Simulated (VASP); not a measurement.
# PbS (Galena) (Fm-3m) in VASP: further runs, part 2 of 2

VASP 6.6.1. The steps go on from the part before.

**4. Single point, revPBE+D3(BJ)**

This run uses another cell than the first one, of 27.65 Å³/atom, 1.060 times its volume.

INCAR reads:

```
SYSTEM = PbS
  ALGO = Normal
  EDIFF = 1E-6
  ENCUT = 520
  GGA = RE
  ISIF = 2
  ISMEAR = -1
  IVDW = 12
  LASPH = .TRUE.
  LCHARG = .FALSE.
  LREAL = .FALSE.
  LWAVE = .FALSE.
  NBANDS = 17
  NELM = 60
  PREC = Accurate
  SIGMA = 0.05
```

KPOINTS reads:

```
k-points
0
G
  8 8 8
  0 0 0
```

POSCAR reads:

```
PbS
1.0
    0.0000000000      3.0239167281      3.0239167281
    3.0239167281      0.0000000000      3.0239167281
    3.0239167281      3.0239167281      0.0000000000
Pb S
1 1
Direct
    0.0000000000      0.0000000000      0.0000000000
    0.5000000000      0.5000000000      0.5000000000
```

Potentials or basis: VASP PAW PBE potentials, release 64 (Pb_d, S).

Command:

```bash
$ cat potpaw_PBE.64/Pb_d/POTCAR potpaw_PBE.64/S/POTCAR > POTCAR
$ mpirun -np 1 vasp_std > vasp.out
```

OUTCAR:

```text
SYSTEM = PbS
   EDIFF = 1E-6
   ENCUT = 520
   GGA = RE
   ISIF = 2
   ISMEAR = -1
   IVDW = 12
   LASPH = .TRUE.
   LREAL = .FALSE.
   NELM = 60
   PREC = Accurate
 IVDW          = 12

 ion  position               nearest neighbor table
   1  0.000  0.000  0.000-   2 3.02   2 3.02   2 3.02   2 3.02   2 3.02   2 3.02
   2  0.500  0.500  0.500-   1 3.02   1 3.02   1 3.02   1 3.02   1 3.02   1 3.02

  LATTYP: Found a face centered cubic cell.
 ALAT       =     6.0478334562

  Lattice vectors:

[... 667 lines left out ...]

 Edisp (eV)   -1.22118

 E8    (eV) :    -0.8622

  FORCE on cell =-STRESS in cart. coord.  units (eV):
  Direction    XX          YY          ZZ          XY          YZ          ZX
  --------------------------------------------------------------------------------------
  -------------------------------------------------------------------------------------
  Total      -1.11703    -1.11703    -1.11703    -0.00000    -0.00000     0.00000
  in kB     -32.36193   -32.36193   -32.36193    -0.00000    -0.00000     0.00000
  external pressure =      -32.36 kB  Pullay stress =        0.00 kB

 VOLUME and BASIS-vectors are now :
 -----------------------------------------------------------------------------
  energy-cutoff  :      520.00
  volume of cell :       55.30
      direct lattice vectors                 reciprocal lattice vectors
     0.000000000  3.023916728  3.023916728    -0.165348469  0.165348469  0.165348469
     3.023916728  0.000000000  3.023916728     0.165348469 -0.165348469  0.165348469
     3.023916728  3.023916728  0.000000000     0.165348469  0.165348469 -0.165348469

 POSITION                                       TOTAL-FORCE (eV/Angst)
 -----------------------------------------------------------------------------------
      0.00000      0.00000      0.00000         0.000000      0.000000     -0.000000
      3.02392      3.02392      3.02392        -0.000000     -0.000000      0.000000
 -----------------------------------------------------------------------------------
    total drift:                                0.000000     -0.000000     -0.000000

  FREE ENERGIE OF THE ION-ELECTRON SYSTEM (eV)
  ---------------------------------------------------
  free  energy   TOTEN  =        -9.4057044993 eV

  energy  without entropy=       -9.4056842960  energy(sigma->0) =       -9.40569440
```

OSZICAR:

```text
N       E                     dE             d eps       ncg     rms          rms(c)
DAV:   1     0.165121631558E+03    0.16512E+03   -0.97257E+03  1003   0.122E+03
DAV:   2     0.511897914227E+01   -0.16000E+03   -0.15358E+03  1038   0.323E+02
DAV:   3    -0.834962558605E+01   -0.13469E+02   -0.13368E+02  1293   0.966E+01
DAV:   4    -0.870820814694E+01   -0.35858E+00   -0.35815E+00  1232   0.174E+01
DAV:   5    -0.872057662928E+01   -0.12368E-01   -0.12367E-01  1501   0.319E+00    0.463E+00
DAV:   6    -0.817182408374E+01    0.54875E+00   -0.15835E+00  1494   0.789E+00    0.336E+00
DAV:   7    -0.817692688350E+01   -0.51028E-02   -0.16650E-01  1133   0.200E+00    0.201E+00
DAV:   8    -0.818487715317E+01   -0.79503E-02   -0.24378E-02  1125   0.160E+00    0.422E-01
DAV:   9    -0.818404137817E+01    0.83577E-03   -0.52422E-03  1512   0.610E-01    0.104E-01
DAV:  10    -0.818449620882E+01   -0.45483E-03   -0.80205E-04  1103   0.152E-01    0.102E-01
DAV:  11    -0.818452163440E+01   -0.25426E-04   -0.14841E-04  1368   0.124E-01    0.276E-02
DAV:  12    -0.818452577606E+01   -0.41417E-05   -0.12106E-05  1165   0.274E-02    0.711E-03
DAV:  13    -0.818452586338E+01   -0.87319E-07   -0.33078E-07  1090   0.595E-03
   1 F= -.94057045E+01 E0= -.94056944E+01  d E =-.202033E-04
```

Run time: 9.8 s. Hardware: 1 thread of Intel Xeon 6975P-C (Granite Rapids), shared host; peak memory 0.19 GiB.

What came out:

| Property | Result |
| --- | --- |
| Free energy | -9.4057 eV |
| Pressure | -3.2 GPa |
| Band gap on the k mesh | 0.63 eV, direct |
| Dispersion energy per atom | -0.611 eV |

Levels at points of the mesh, in eV from the valence-band top:
```
           k point  band 7  band 8  band 9  band 10  band 11  band 12  band 13  band 14
(0.00, 0.00, 0.00)   -6.06   -1.84   -1.84    -1.84     5.14     5.14     5.14     6.96
(0.50, 0.00, 0.00)   -8.45   -1.50   -1.50     0.00     0.63     2.17     2.17     8.76
(0.50, 0.50, 0.00)   -7.05   -4.63   -3.01    -3.01     4.24     5.48     5.56     5.56
```

Caveat: the PAW data sets were made with another functional, which shifts forces and pressure a little; spin-orbit coupling is left out, which moves the levels of the heavy elements. A k mesh can miss the band edges.

**5. Single point, BLYP+D4**

This run uses another cell than the first one, of 27.65 Å³/atom, 1.060 times its volume.

INCAR reads:

```
SYSTEM = PbS
  AGGAC = 1.0
  AGGAX = 1.0
  ALDAC = 0.0
  ALDAX = 1.0
  ALGO = Normal
  EDIFF = 1E-7
  ENCUT = 520
  GGA = B5
  ISIF = 2
  ISMEAR = -1
  IVDW = 13
  LASPH = .TRUE.
  LCHARG = .FALSE.
  LREAL = .FALSE.
  LWAVE = .FALSE.
  NBANDS = 17
  NELM = 100
  PREC = Accurate
  SIGMA = 0.05
  VDW_A1 = 0.44488865
  VDW_A2 = 4.0933009
  VDW_S6 = 1.0
  VDW_S8 = 2.34076671
```

KPOINTS is that of step 4.

POSCAR is that of step 4.

Potentials or basis: VASP PAW PBE potentials, release 64 (Pb_d, S).

Command:

```bash
$ cat potpaw_PBE.64/Pb_d/POTCAR potpaw_PBE.64/S/POTCAR > POTCAR
$ mpirun -np 1 vasp_std > vasp.out
```

OUTCAR:

```text
SYSTEM = PbS
   EDIFF = 1E-7
   ENCUT = 520
   GGA = B5
   ISIF = 2
   ISMEAR = -1
   IVDW = 13
   LASPH = .TRUE.
   LREAL = .FALSE.
   NELM = 100
   PREC = Accurate

 ion  position               nearest neighbor table
   1  0.000  0.000  0.000-   2 3.02   2 3.02   2 3.02   2 3.02   2 3.02   2 3.02
   2  0.500  0.500  0.500-   1 3.02   1 3.02   1 3.02   1 3.02   1 3.02   1 3.02

  LATTYP: Found a face centered cubic cell.
 ALAT       =     6.0478334562

  Lattice vectors:

 A1 = (   0.0000000000,   3.0239167281,   3.0239167281)
 A2 = (   3.0239167281,   0.0000000000,   3.0239167281)
 A3 = (   3.0239167281,   3.0239167281,   0.0000000000)

Analysis of symmetry for initial positions (statically):
=====================================================================
 Subroutine PRICEL returns:
 Original cell was already a primitive cell.

 Routine SETGRP: Setting up the symmetry group for a
 face centered cubic supercell.

 Subroutine GETGRP returns: Found 48 space group operations
 (whereof 48 operations were pure point group operations)
 out of a pool of 48 trial point group operations.

The static configuration has the point symmetry O_h .

Analysis of symmetry for dynamics (positions and initial velocities):
=====================================================================
 Subroutine PRICEL returns:
 Original cell was already a primitive cell.

 Routine SETGRP: Setting up the symmetry group for a
 face centered cubic supercell.

 Subroutine GETGRP returns: Found 48 space group operations
 (whereof 48 operations were pure point group operations)
 out of a pool of 48 trial point group operations.

The dynamic configuration has the point symmetry O_h .

 Subroutine INISYM returns: Found 48 space group operations
 (whereof 48 operations are pure point group operations),
 and found     1 'primitive' translations

----------------------------------------------------------------------------------------

[... 109 lines left out ...]
   IALGO  =     38    algorithm
   IMIX   =      4    mixing-type and parameters
     AMIX     =   0.40;   BMIX     =  1.00
     AMIX_MAG =   1.60;   BMIX_MAG =  1.00
  volume/ion in A,a.u.               =      27.65       186.60
  Fermi-wavevector in a.u.,A,eV,Ry     =   1.166375  2.204130 18.509794  1.360431
  Thomas-Fermi vector in A             =   2.302889
   LORBIT       =      0    0 simple, 1 ext, 2 COOP (PROOUT), +10 PAW based schemes
   GGA     = B5    functional components
   LHFCALC =     F    Hartree Fock is set to
   AEXX    =    0.0000 exact exchange contribution
   IVDW    =    13    specifies the selected vdW correction
   LEPSILON=     F    determine dielectric tensor
   LRPA    =     F    only Hartree local field effects (RPA)
 non-spin polarized calculation
  energy-cutoff  :      520.00
  volume of cell :       55.30
 maximum number of plane-waves:      1524
   NGX = 15   NGY = 15   NGZ = 15

 number of electron      20.0000006 magnetization

 Free energy of the ion-electron system (eV)
  ---------------------------------------------------
  ext. energy  EPLUGINS =         0.00000000
  ---------------------------------------------------
  free energy    TOTEN  =        -7.74238431 eV

  energy without entropy =       -7.74236753  energy(sigma->0) =       -7.74237592

 E-fermi :   5.7553     XC(G=0):  -8.8581

 val. band max:        5.4274603471   @ k =   0.5000   0.0000   0.0000
 cond. band min:       6.0830904909   @ k =   0.5000   0.0000   0.0000
 fundamental gap:      0.6556301439
 Fermi energy:         5.7553029213

 k-point     1 :       0.0000    0.0000    0.0000
  band No.  band energies     occupation
      1     -11.2506      2.00000
      2     -11.2506      2.00000
      3     -11.2506      2.00000
      4     -11.2365      2.00000
      5     -11.2365      2.00000
      6      -7.5761      2.00000
[... 457 lines left out ...]
      4     -11.2269      2.00000
      5     -11.2108      2.00000
      6      -6.2930      2.00000
[... 9 lines left out ...]
     16      16.5320      0.00000
     17      16.7959      0.00000

 [... further k-points ...]

------------------------ aborting loop because EDIFF is reached ----------------------------------------

  DFT-D4 for vdW energy calculation

  Edisp (eV):   -1.35534

  FORCE on cell =-STRESS in cart. coord.  units (eV):
  Direction    XX          YY          ZZ          XY          YZ          ZX
  --------------------------------------------------------------------------------------
  -------------------------------------------------------------------------------------
  Total       0.82187     0.82187     0.82187     0.00000     0.00000     0.00000
  in kB      23.81093    23.81093    23.81093     0.00000     0.00000     0.00000
  external pressure =       23.81 kB  Pullay stress =        0.00 kB

 VOLUME and BASIS-vectors are now :
 -----------------------------------------------------------------------------
  energy-cutoff  :      520.00
  volume of cell :       55.30
      direct lattice vectors                 reciprocal lattice vectors
     0.000000000  3.023916728  3.023916728    -0.165348469  0.165348469  0.165348469
     3.023916728  0.000000000  3.023916728     0.165348469 -0.165348469  0.165348469
     3.023916728  3.023916728  0.000000000     0.165348469  0.165348469 -0.165348469

 POSITION                                       TOTAL-FORCE (eV/Angst)
 -----------------------------------------------------------------------------------
      0.00000      0.00000      0.00000         0.000000     -0.000000      0.000000
      3.02392      3.02392      3.02392        -0.000000      0.000000     -0.000000
 -----------------------------------------------------------------------------------
    total drift:                                0.000000     -0.000000     -0.000000

  FREE ENERGIE OF THE ION-ELECTRON SYSTEM (eV)
  ---------------------------------------------------
  free  energy   TOTEN  =        -9.0977212736 eV

  energy  without entropy=       -9.0977044926  energy(sigma->0) =       -9.09771288
```

OSZICAR:

```text
N       E                     dE             d eps       ncg     rms          rms(c)
DAV:   1     0.167358884639E+03    0.16736E+03   -0.97115E+03  1003   0.122E+03
DAV:   2     0.554804502161E+01   -0.16181E+03   -0.15522E+03  1046   0.322E+02
DAV:   3    -0.810146491900E+01   -0.13650E+02   -0.13551E+02  1293   0.969E+01
DAV:   4    -0.846764691511E+01   -0.36618E+00   -0.36575E+00  1241   0.175E+01
DAV:   5    -0.848033477084E+01   -0.12688E-01   -0.12686E-01  1486   0.323E+00    0.425E+00
DAV:   6    -0.773124405212E+01    0.74909E+00   -0.23261E+00  1491   0.109E+01    0.286E+00
DAV:   7    -0.773891351454E+01   -0.76695E-02   -0.19640E-01  1161   0.226E+00    0.195E+00
DAV:   8    -0.774421862812E+01   -0.53051E-02   -0.28261E-02  1136   0.148E+00    0.733E-01
DAV:   9    -0.774220007987E+01    0.20185E-02   -0.62968E-03  1492   0.583E-01    0.197E-01
DAV:  10    -0.774238945611E+01   -0.18938E-03   -0.73082E-04  1128   0.135E-01    0.135E-01
DAV:  11    -0.774238423721E+01    0.52189E-05   -0.36671E-05  1363   0.464E-02    0.197E-02
DAV:  12    -0.774238438500E+01   -0.14779E-06   -0.17988E-06  1251   0.823E-03    0.177E-03
DAV:  13    -0.774238430722E+01    0.77782E-07   -0.31090E-07  1164   0.447E-03
   1 F= -.90977213E+01 E0= -.90977129E+01  d E =-.167810E-04
```

Wall time 17 s (1 thread of Intel Xeon 6975P-C (Granite Rapids), shared host); peak memory 0.18 GiB.

What came out:

```yaml
Free_energy: -9.0977 eV
Pressure: 2.4 GPa
Band_gap_on_the_k_mesh: 0.66 eV, direct
Dispersion_energy_per_atom: -0.678 eV
```

Caveat: the PAW data sets were made with another functional, which shifts forces and pressure a little; spin-orbit coupling is left out, which moves the levels of the heavy elements. A k mesh can miss the band edges.

**6. Overview**

| level | cell | k mesh | cutoff (eV) | gap on the mesh (eV) | pressure (GPa) |
| --- | --- | --- | --- | --- | --- |
| PBE | a = 4.194 Å, angles 60.0°, 2 atoms | 6 × 6 × 6 | 520 | 0.37 | 2.1 |
| PBEsol | a = 4.276 Å, angles 60.0°, 2 atoms | 8 × 8 × 8 | 500 | 0.45 | -3.8 |
| revPBE+D3(BJ) | a = 4.276 Å, angles 60.0°, 2 atoms | 8 × 8 × 8 | 520 | 0.63 | -3.2 |
| BLYP+D4 | a = 4.276 Å, angles 60.0°, 2 atoms | 8 × 8 × 8 | 520 | 0.66 | 2.4 |

Alike in all rows: task single point; potentials or basis VASP PAW PBE potentials, release 64 (Pb_d, S); no spin polarisation; smearing fermi-dirac 0.05 eV.

Caveats: spin-orbit coupling is left out, which moves the levels of the heavy elements; the PAW data sets were made with another functional, which shifts forces and pressure a little (some runs).

Total energies depend on the potentials used, so only differences within one code and one set of settings carry meaning.
